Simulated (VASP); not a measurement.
A run of VASP 6.6.1:

INCAR

```
  ALGO = Normal
  EDIFF = 1E-6
  ENCUT = 500
  GGA = CA
  GGA_COMPAT = False
  ISIF = 2
  ISMEAR = 0
  LASPH = True
  LCHARG = False
  LREAL = False
  LWAVE = False
  NBANDS = 30
  NELM = 120
  PREC = Accurate
  SIGMA = 0.01
```

The input KPOINTS:

```
k-points
0
Gamma
  4 4 4
```

Contents of POSCAR:

```
CsSnBr3
1.0
    5.8411484913      0.0000000000      0.0000000000
    0.0000000000      5.8411484913      0.0000000000
    0.0000000000      0.0000000000      5.8411484913
Cs Sn Br
1 1 3
Direct
    0.0000000000      0.0000000000      0.0000000000
    0.5000000000      0.5000000000      0.5000000000
    0.5000000000      0.5000000000      0.0000000000
    0.5000000000      0.0000000000      0.5000000000
    0.0000000000      0.5000000000      0.5000000000
```

Potentials or basis: VASP PAW LDA potentials, release 64 (Cs_sv, Sn_d, Br).

Launch:

```bash
$ cat potpaw_LDA.64/Cs_sv/POTCAR potpaw_LDA.64/Sn_d/POTCAR potpaw_LDA.64/Br/POTCAR > POTCAR
$ mpirun -np 1 vasp_std > vasp.out
```

Hardware: 1 thread of AMD EPYC 9R45 96-Core Processor (Zen 5) (shared host).

Q: How long does it take, and how much memory?

A: Wall time 36 s on 1 thread of AMD EPYC 9R45 96-Core Processor (Zen 5), with other jobs on the host, peak memory 0.25 GiB. Counts: scf iterations 13, k points 10.
